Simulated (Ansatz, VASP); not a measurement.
**BN: VASP beside Ansatz**

Contents of INCAR:

```
PREC = Accurate
ENCUT = 520
EDIFF = 1E-6
ISMEAR = -1
SIGMA = 0.02
LREAL = F
LASPH = T
NELM = 100
ALGO = Normal
ISIF = 2
LWAVE = F
LCHARG = F
GGA = PE
NBANDS = 16
```

Contents of KPOINTS:

```
Automatic mesh
0
Gamma
  12 12 6
```

Contents of POSCAR:

```
BN
1.0
    2.6609717014      0.0000000000      0.0000000000
   -1.3304858507      2.2031253271      0.0000000000
    0.0000000000      0.0000000000      4.2078153363
B N
2 2
Direct
    0.3343169296      0.6686338592      0.0002922596
    0.6656830704      0.3313661408      0.5002922596
    0.3316333579      0.6632667157      0.3747077404
    0.6683666421      0.3367332843      0.8747077404
```

Input for Ansatz:

```yaml
crystal:
  lattice:
    - [2.6609717014, 0.0, 0.0]
    - [-1.3304858507, 2.2031253271, 0.0]
    - [0.0, 0.0, 4.2078153363]
  atoms:
    - { symbol: B, position: [0.3343169296, 0.6686338592, 0.0002922596] }
    - { symbol: B, position: [0.6656830704, 0.3313661408, 0.5002922596] }
    - { symbol: "N", position: [0.3316333579, 0.6632667157, 0.3747077404] }
    - { symbol: "N", position: [0.6683666421, 0.3367332843, 0.8747077404] }
kpoints:
  mp_grid: { grid: [12, 12, 6] }
  band_path:
    path:
      - [0.0, 0.0, 0.0]
      - [0.5, 0.0, 0.0]
      - [0.3333333333, 0.3333333333, 0.0]
      - [0.0, 0.0, 0.5]
      - [0.5, 0.0, 0.5]
      - [0.3333333333, 0.3333333333, 0.5]
      - [0.1, 0.0, 0.0]
    npoints: 1
hamiltonian:
  xc: pbe
scf:
  occupations: { method: fermi_dirac, width: 0.02 }
  n_extra_bands: 5
output:
  forces: true
  stress: true
  eigenvalues: true
```

Change from the starting cell: uniaxial_x strain +4.6%.

Alike in both runs: task single point; functional PBE; k mesh 12 × 12 × 6; occupations fermi-dirac, width 0.02 eV; no spin polarisation.

|  | VASP | Ansatz |
| --- | --- | --- |
| version | VASP 6.6.1 | Ansatz 0.2.0 |
| potentials or method | VASP PAW PBE potentials, release 64 (B, N) | plane waves, PAW |
| plane-wave cutoff (eV) | 520 | 420 |
| valence electrons in the cell | 16 | 16 |

|  | VASP | Ansatz | Ansatz less VASP |
| --- | --- | --- | --- |
| gap on the k mesh at the Fermi level (eV) | 5.20 | 5.22 | +0.016 |
| pressure (GPa) | -10.6 | -10.8 | -0.14 |
| traceless stress, the component that is largest in VASP (GPa) | -22.37 | -22.24 | +0.123 |
| rms of the force components (eV/Å) | 0.027 | 0.023 | -0.0039 |

Atom by atom the forces differ by 0.004 eV/Å (rms over components).
